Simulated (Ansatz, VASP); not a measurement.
# Sr2FeCl in VASP and in Ansatz

The input INCAR:

```
SYSTEM = Sr2FeCl
  ALGO = Normal
  EDIFF = 1E-7
  EDIFFG = -0.01
  ENCUT = 600
  GGA = PE
  IBRION = 2
  ISIF = 3
  ISMEAR = -1
  LASPH = .TRUE.
  LCHARG = .FALSE.
  LREAL = .FALSE.
  LWAVE = .FALSE.
  NELM = 100
  NSW = 60
  PREC = Accurate
  SIGMA = 0.1
```

Contents of KPOINTS:

```
k-points
0
G
  8 8 8
  0 0 0
```

POSCAR

```
Sr2FeCl
1.0
    1.9567720000      3.3892220000      0.0000000000
   -1.9567720000      3.3892220000      0.0000000000
    0.0000000000     -2.2594820000      7.0105840000
Fe Cl Sr
1 1 2
Direct
    0.5000000000      0.5000000000      0.5000000000
    0.0000000000      0.0000000000      0.0000000000
    0.2308000000      0.2308000000      0.6924000000
    0.7692000000      0.7692000000      0.3076000000
```

Input for Ansatz:

```yaml
crystal:
  lattice:
    - [1.956772, 3.389222, 0.0]
    - [-1.956772, 3.389222, 0.0]
    - [0.0, -2.259482, 7.010584]
  atoms:
    - { symbol: Fe, position: [0.5, 0.5, 0.5] }
    - { symbol: Cl, position: [0.0, 0.0, 0.0] }
    - { symbol: Sr, position: [0.2308, 0.2308, 0.6924] }
    - { symbol: Sr, position: [0.7692, 0.7692, 0.3076] }
  symmetry: { tolerance: 0.0003 }
kpoints:
  mp_grid: { grid: [8, 8, 8], shift: [0, 0, 0] }
magnetization:
  spin_polarized: false
scf:
  occupations: { method: fermi_dirac }
  mixing: { algorithm: msr1, beta: 0.05, ndim: 8 }
hamiltonian:
  pseudopotentials: { kind: paw }
  xc: pbe
basis:
  ecutwfc: 420
output:
  forces: true
  stress: true
  eigenvalues: true
relax:
  max_steps: 40
  cell: {}
```

Alike in both runs: task relaxation of cell and atoms; functional PBE; k mesh 8 × 8 × 8; no spin polarisation.

|  | VASP | Ansatz |
| --- | --- | --- |
| version | VASP 6.6.1 | Ansatz 0.2.0 |
| potentials or method | VASP PAW PBE potentials, release 64 (Fe, Cl, Sr_sv), cutoff 600 eV | PAW plane waves |
| occupations | fermi-dirac, width 0.1 eV | fermi-dirac |
| valence electrons in the cell | 35 | 43 |

|  | VASP | Ansatz | Ansatz less VASP |
| --- | --- | --- | --- |
| gap on the k mesh at the Fermi level, each at its own relaxed structure (eV) | none | none | - |
| relaxed volume (Å³/atom) | 28.63 | 28.55 | -0.074 |
| relaxed cell length with the largest relative difference (Å) | 4.016 | 4.010 | -0.0062 |

A gap of «none» marks a metal or a gap that the smearing closes. VASP's potentials hold 35 valence electrons a cell and Ansatz's 43, so a difference there can come from the potentials and not from the codes. Ansatz's warnings: structure snapped to symmetry.

Noted on VASP's run: the volume moved by over 15 % at a fixed basis, so the end points are rough.
